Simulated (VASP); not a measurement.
A run of VASP 6.6.1 is set up as follows.

File INCAR:

```
PREC     = Accurate       # precision mode
ENCUT    = 500            # plane-wave cutoff, eV
EDIFF    = 1E-6           # SCF threshold, eV
ISMEAR   = 0              # smearing method
SIGMA    = 0.01           # smearing width, eV
LREAL    = F              # projectors in reciprocal space
LASPH    = T              # aspherical terms in the spheres
NELM     = 120            # most SCF steps
ALGO     = Normal         # electronic algorithm
ISIF     = 2              # what is computed and relaxed
LWAVE    = F              # write WAVECAR
LCHARG   = F              # write CHGCAR
GGA      = PE             # functional
NBANDS   = 16             # bands
GGA_COMPAT= F
```

The input KPOINTS:

```
Automatic mesh
0
Gamma
  6 6 6
```

The input POSCAR:

```
AgBr
1.0
    0.0000000000      2.8905262416      2.8905262416
    2.8905262416      0.0000000000      2.8905262416
    2.8905262416      2.8905262416      0.0000000000
Ag Br
1 1
Direct
    0.0000000000      0.0000000000      0.0000000000
    0.5000000000      0.5000000000      0.5000000000
```

Potentials or basis: VASP PAW PBE potentials, release 64 (Ag, Br).

Run with:

```bash
$ cat potpaw_PBE.64/Ag/POTCAR potpaw_PBE.64/Br/POTCAR > POTCAR
$ mpirun -np 1 vasp_std > vasp.out
```

**Question.** Estimate the band gap on the k mesh.

**Answer.** 0.68 eV (least direct gap 2.53 eV).

**Question.** What does it give for the pressure?

**Answer.** 1.3 GPa.

A k mesh can miss the band edges.
